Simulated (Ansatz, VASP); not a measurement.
## Ta in VASP and in Ansatz

INCAR

```
SYSTEM = Ta
ALGO     = Fast           ! electronic algorithm
EDIFF    = 1E-7           ! SCF threshold, eV
ENCUT    = 520            ! plane-wave cutoff, eV
GGA      = PE             ! functional
ISIF     = 2              ! what is computed and relaxed
ISMEAR   = 0              ! smearing method
LASPH    = .True.         ! aspherical terms in the spheres
LCHARG   = .False.        ! write CHGCAR
LREAL    = .False.        ! projectors in reciprocal space
LWAVE    = .False.        ! write WAVECAR
NBANDS   = 12             ! bands
NELM     = 80             ! most SCF steps
PREC     = Accurate       ! precision mode
SIGMA    = 0.15           ! smearing width, eV
```

Contents of KPOINTS:

```
k-points
0
Gamma
  20 20 20
  0 0 0
```

The input POSCAR:

```
Ta
1.0
   -1.6512800000      1.6512800000      1.8370490000
    1.6512800000     -1.6512800000      1.8370490000
    1.6512800000      1.6512800000     -1.8370490000
Ta
1
Direct
    0.0000000000      0.0000000000      0.0000000000
```

Input for Ansatz:

```yaml
crystal:
  lattice:
    - [-1.65128, 1.65128, 1.837049]
    - [1.65128, -1.65128, 1.837049]
    - [1.65128, 1.65128, -1.837049]
  atoms:
    - { symbol: Ta, position: [0.0, 0.0, 0.0] }
basis:
  ecutwfc: 420
kpoints:
  mp_grid: { grid: [20, 20, 20] }
hamiltonian:
  xc: pbe
scf:
  occupations: { method: gaussian, width: 0.15 }
output:
  forces: true
  stress: true
  eigenvalues: true
  write_density: true
  write_potential: true
  elf: true
  volumetric_format: npy
```

Change from the starting cell: strain +0.1125 x Voigt [0, 0, 1, 0, 0, 0], atoms carried along.

Alike in both runs: task single point; functional PBE; k mesh 20 × 20 × 20; occupations gaussian, width 0.15 eV; no spin polarisation.

|  | VASP | Ansatz |
| --- | --- | --- |
| version | VASP 6.6.1 | Ansatz 0.2.0 |
| potentials or method | VASP PAW PBE potentials, release 64 (Ta_pv), cutoff 520 eV | scalar-relativistic, plane waves, PAW |
| valence electrons in the cell | 11 | 13 |

```tsv
	VASP	Ansatz	Ansatz less VASP
gap on the k mesh at the Fermi level (eV)	none	none	-
pressure (GPa)	-14.1	-14.1	+0.01
traceless stress, the component that is largest in VASP (GPa)	-4.76	-4.77	-0.005
```

A gap of «none» marks a metal or a gap that the smearing closes. The functional is the same, so the differences come from potentials, cutoffs and numerics. VASP's potentials hold 11 valence electrons a cell and Ansatz's 13, so a difference there can come from the potentials and not from the codes.

Spin-orbit coupling is off throughout.
